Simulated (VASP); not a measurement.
# NaI (Fm-3m) in VASP: notebook

NaI is run at these levels: PBE, HSE06, PBE0; tasks: single point.

All numbers are computed with VASP 6.6.1; they aren't measurements. Logs are shortened: lines on timing, memory, paths and dates and some standing lists are left out, and cuts for length are marked.

## Step 1: The cell of the first run

It takes space group Fm-3m (No. 225, cubic). Conventional cell: a = 6.459 Å, b = 6.459 Å, c = 6.459 Å, α = 90.00°, β = 90.00°, γ = 90.00°. Within 4.2 Å of Na (site symmetry m-3m) lie 6 I at 3.23 Å. I (site symmetry m-3m) has 6 Na at 3.23 Å within 4.2 Å.

## Step 2: Single point, PBE

The input, INCAR:

```
PREC = Accurate ; ENCUT = 520
EDIFF = 1E-7 ; ISMEAR = 0
SIGMA = 0.01 ; LREAL = F
LASPH = T ; NELM = 60
ALGO = Normal ; ISIF = 2
LWAVE = F ; LCHARG = T
GGA = PE ; LELF = T
LVHAR = T ; NBANDS = 14
```

The input, KPOINTS:

```
Automatic mesh
0
Gamma
  6 6 6
```

The input, POSCAR:

```
NaI
1.0
    0.0000000000      3.2297205401      3.2297205401
    3.2297205401      0.0000000000      3.2297205401
    3.2297205401      3.2297205401      0.0000000000
Na I
1 1
Direct
    0.0000000000      0.0000000000      0.0000000000
    0.5000000000      0.5000000000      0.5000000000
```

Potentials or basis: VASP PAW PBE potentials, release 64 (Na_pv, I).

On the command line:

```bash
cat potpaw_PBE.64/Na_pv/POTCAR potpaw_PBE.64/I/POTCAR > POTCAR
mpirun -np 1 vasp_std > vasp.out
```

OUTCAR:

```text
PREC = Accurate
   ENCUT = 520
   EDIFF = 1E-7
   ISMEAR = 0
   LREAL = F
   LASPH = T
   NELM = 60
   ISIF = 2
   GGA = PE

 ion  position               nearest neighbor table
   1  0.000  0.000  0.000-
   2  0.500  0.500  0.500-

  LATTYP: Found a face centered cubic cell.
 ALAT       =     6.4594410802

  Lattice vectors:

 A1 = (   0.0000000000,   3.2297205401,   3.2297205401)
 A2 = (   3.2297205401,   0.0000000000,   3.2297205401)
 A3 = (   3.2297205401,   3.2297205401,   0.0000000000)

Analysis of symmetry for initial positions (statically):
=====================================================================
 Subroutine PRICEL returns:
 Original cell was already a primitive cell.

 Routine SETGRP: Setting up the symmetry group for a
 face centered cubic supercell.

 Subroutine GETGRP returns: Found 48 space group operations
 (whereof 48 operations were pure point group operations)
 out of a pool of 48 trial point group operations.

The static configuration has the point symmetry O_h .

Analysis of symmetry for dynamics (positions and initial velocities):
=====================================================================
 Subroutine PRICEL returns:
 Original cell was already a primitive cell.

 Routine SETGRP: Setting up the symmetry group for a
 face centered cubic supercell.

 Subroutine GETGRP returns: Found 48 space group operations
 (whereof 48 operations were pure point group operations)
 out of a pool of 48 trial point group operations.

The dynamic configuration has the point symmetry O_h .

 Subroutine INISYM returns: Found 48 space group operations
 (whereof 48 operations are pure point group operations),
 and found     1 'primitive' translations

----------------------------------------------------------------------------------------

                                     Primitive cell

  volume of cell :      67.3790

  direct lattice vectors                    reciprocal lattice vectors
     0.000000000  3.229720540  3.229720540    -0.154812156  0.154812156  0.154812156
     3.229720540  0.000000000  3.229720540     0.154812156 -0.154812156  0.154812156
     3.229720540  3.229720540  0.000000000     0.154812156  0.154812156 -0.154812156

  length of vectors
     4.567514590  4.567514590  4.567514590     0.268142520  0.268142520  0.268142520

  position of ions in fractional coordinates (direct lattice)
     0.000000000  0.000000000  0.000000000
     0.500000000  0.500000000  0.500000000

  ion indices of the primitive-cell ions
[... 76 lines left out ...]
   PSTRESS=    0.0 pullay stress
   NELECT =      14.0000    total number of electrons
   NUPDOWN=      -1.0000    fix difference up-down
   EMIN   =  10.00;   EMAX   =-10.00  energy-range for DOS
   EFERMI =   0.00;   METHOD = LEGACY
   ISMEAR =     0;   SIGMA  =   0.01  broadening in eV -4-tet -1-fermi 0-gaus
   EFERMI_NEDOS =   21; number of points for ismear=-14 and -15
   IALGO  =     38    algorithm
   IMIX   =      4    mixing-type and parameters
     AMIX     =   0.40;   BMIX     =  1.00
     AMIX_MAG =   1.60;   BMIX_MAG =  1.00
  volume/ion in A,a.u.               =      33.69       227.35
  Fermi-wavevector in a.u.,A,eV,Ry     =   0.969637  1.832348 12.792145  0.940196
  Thomas-Fermi vector in A             =   2.099706
   LORBIT       =      0    0 simple, 1 ext, 2 COOP (PROOUT), +10 PAW based schemes
   GGA     = PE    functional components
   LHFCALC =     F    Hartree Fock is set to
   AEXX    =    0.0000 exact exchange contribution
   IVDW    =     0    specifies the selected vdW correction
   LEPSILON=     F    determine dielectric tensor
   LRPA    =     F    only Hartree local field effects (RPA)
 non-spin polarized calculation
 Gauss-broadening in eV      SIGMA  =   0.01
  energy-cutoff  :      520.00
  volume of cell :       67.38
 maximum number of plane-waves:      1837
 NGX is ok and might be reduce to    36
   NGX = 17   NGY = 17   NGZ = 17

 number of electron      13.9999994 magnetization

 Free energy of the ion-electron system (eV)
  ---------------------------------------------------
  ext. energy  EPLUGINS =         0.00000000
  ---------------------------------------------------
  free energy    TOTEN  =        -5.38363565 eV

  energy without entropy =       -5.38363565  energy(sigma->0) =       -5.38363565

 E-fermi :   0.9549     XC(G=0):  -7.7295

 val. band max:        0.8500695345   @ k =   0.0000   0.0000   0.0000
 cond. band min:       4.5072500848   @ k =   0.0000   0.0000   0.0000
 fundamental gap:      3.6571805504
 Fermi energy:         0.9549471018

 k-point     1 :       0.0000    0.0000    0.0000
  band No.  band energies     occupation
      1     -21.5819      2.00000
      2     -21.5819      2.00000
      3     -21.5819      2.00000
      4     -10.1834      2.00000
      5       0.8501      2.00000
      6       0.8501      2.00000
      7       0.8501      2.00000
      8       4.5073      0.00000
      9       8.7796      0.00000
     10       8.7796      0.00000
     11       8.7796      0.00000
     12      10.6080      0.00000
     13      10.6080      0.00000
     14      11.2900      0.00000
[... 241 lines left out ...]
      1     -21.5854      2.00000
      2     -21.5842      2.00000
      3     -21.5838      2.00000
      4      -9.7788      2.00000
      5      -0.8358      2.00000
      6      -0.2660      2.00000
      7      -0.0472      2.00000
      8       6.2157      0.00000
      9       7.3476      0.00000
     10       9.4339      0.00000
     11       9.4929      0.00000
     12      12.4962      0.00000
     13      13.3360      0.00000
     14      13.5130      0.00000

------------------------ aborting loop because EDIFF is reached ----------------------------------------

  FORCE on cell =-STRESS in cart. coord.  units (eV):
  Direction    XX          YY          ZZ          XY          YZ          ZX
  --------------------------------------------------------------------------------------
  -------------------------------------------------------------------------------------
  Total        0.2263041      0.2263041      0.2263041      0.0000000     -0.0000000      0.0000000
  in kB        5.3811877      5.3811877      5.3811877      0.0000000     -0.0000000      0.0000000
  external PRESSURE =       5.3811877 kB  Pullay stress =       0.0000000 kB

 VOLUME and BASIS-vectors are now :
 -----------------------------------------------------------------------------
  energy-cutoff  :      520.00
  volume of cell :       67.38
      direct lattice vectors                 reciprocal lattice vectors
     0.000000000  3.229720540  3.229720540    -0.154812156  0.154812156  0.154812156
     3.229720540  0.000000000  3.229720540     0.154812156 -0.154812156  0.154812156
     3.229720540  3.229720540  0.000000000     0.154812156  0.154812156 -0.154812156

 POSITION                                       TOTAL-FORCE (eV/Angst)
 -----------------------------------------------------------------------------------
      0.00000      0.00000      0.00000        -0.000000      0.000000      0.000000
      3.22972      3.22972      3.22972         0.000000     -0.000000     -0.000000
 -----------------------------------------------------------------------------------
    total drift:                                0.000000      0.000000      0.000000

  FREE ENERGIE OF THE ION-ELECTRON SYSTEM (eV)
  ---------------------------------------------------
  free  energy   TOTEN  =        -5.3836356528 eV

  energy  without entropy=       -5.3836356528  energy(sigma->0) =       -5.38363565
```

It took 18 s on 1 thread of Intel Xeon Platinum 8259CL at 2.50GHz (Skylake/Cascade Lake), shared host; peak memory 0.21 GiB.

What came out:

* Free energy: -5.3836 eV
* Pressure: 0.5 GPa
* Band gap on the k mesh: 3.66 eV, direct

Levels at points of the mesh, in eV from the valence-band top:
```csv
k point,band 3,band 4,band 5,band 6,band 7,band 8,band 9,band 10,band 11,band 12
"(0.00, 0.00, 0.00)",-22.43,-11.03,0.00,0.00,0.00,3.66,7.93,7.93,7.93,9.76
"(0.50, 0.00, 0.00)",-22.43,-10.71,-2.20,-0.29,-0.29,5.09,7.45,7.45,8.78,10.32
"(0.50, 0.50, 0.00)",-22.43,-10.64,-1.92,-0.75,-0.75,4.50,5.54,9.91,11.34,11.34
```

Caveat: spin-orbit coupling is left out, which moves the levels of the heavy elements.

(Part 1 of 2 ends here.)
